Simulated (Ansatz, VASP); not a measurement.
## AlRu: VASP beside Ansatz

```
Al Ru
1.0
     2.99359    0.07776    0.07776
     0.07776    2.99359    0.07776
     0.07776    0.07776    2.99359
Al Ru
1 1
Direct
  0.00000 0.00000 0.00000
  0.50000 0.50000 0.50000
```

Alike in both runs: task single point; functional r2SCAN; k mesh 22 × 22 × 22; occupations gaussian, width 0.15 eV; no spin polarisation.

```csv
,VASP,Ansatz
version,VASP 6.6.1,Ansatz 0.2.0
potentials or method,"VASP PAW PBE potentials, release 64 (Al, Ru_pv), cutoff 520 eV","scalar-relativistic, plane waves, PAW"
valence electrons in the cell,17,19
```

```tsv
	VASP	Ansatz	Ansatz less VASP
gap on the k mesh at the Fermi level (eV)	none	none	-
pressure (GPa)	-0.8	-0.9	-0.13
traceless stress, the component that is largest in VASP (GPa)	-5.71	-5.71	+0.006
```

VASP's potentials were made for PBE, not for r2SCAN. A gap of «none» marks a metal or a gap that the smearing closes. VASP's potentials hold 17 valence electrons a cell and Ansatz's 19, so a difference there can come from the potentials and not from the codes.
